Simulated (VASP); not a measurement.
Input of a VASP 6.6.1 run:

File POSCAR:

```
Ni
1.0
    2.7164470983      0.0000000000      0.0000000000
    0.0000000000      2.7164470983      0.0000000000
    0.0000000000      0.0000000000      2.7164470983
Ni
2
Direct
    0.0000000000      0.0000000000      0.0000000000
    0.5000000000      0.5000000000      0.5000000000
```

INCAR.step1

```
SYSTEM = Ni
  PREC = Accurate
  ENCUT = 520
  ISMEAR = -1
  SIGMA = 0.05
  LREAL = .FALSE.
  LASPH = .TRUE.
  NELM = 150
  ISPIN = 2
  MAGMOM = -0.687 -0.687
  LMAXMIX = 4
  NBANDS = 21
  GGA = PE
  ALGO = Normal
  EDIFF = 1E-4
  LWAVE = .TRUE.
  LCHARG = .FALSE.
```

Contents of INCAR.step2:

```
SYSTEM = Ni
  PREC = Accurate
  ENCUT = 520
  EDIFF = 1E-6
  ISMEAR = -1
  SIGMA = 0.05
  LREAL = .FALSE.
  LASPH = .TRUE.
  NELM = 150
  ALGO = Normal
  ISIF = 2
  LWAVE = .FALSE.
  LCHARG = .FALSE.
  ISPIN = 2
  MAGMOM = -0.687 -0.687
  LORBIT = 11
  LMAXMIX = 4
  METAGGA = R2SCAN
  LMIXTAU = .TRUE.
  NBANDS = 21
  ISTART = 1
```

KPOINTS

```
regular mesh
0
G
  13 13 13
  0 0 0
```

Potentials or basis: VASP PAW PBE potentials, release 64 (Ni).

Run with:

```sh
$ cat potpaw_PBE.64/Ni/POTCAR > POTCAR
$ cp INCAR.step1 INCAR
$ mpirun -np 1 vasp_std > vasp.out
$ cp INCAR.step2 INCAR
$ mpirun -np 1 vasp_std > vasp.out
```

Question: Predict the site moments.

Answer: Ni -0.62 μB.

Question: Predict the pressure.

Answer: 13.7 GPa.

Question: Estimate the net moment.

Answer: -1.22 μB per cell.

Caveat: the cell stands under pressure; the PAW data sets were made with another functional, which shifts forces and pressure a little.
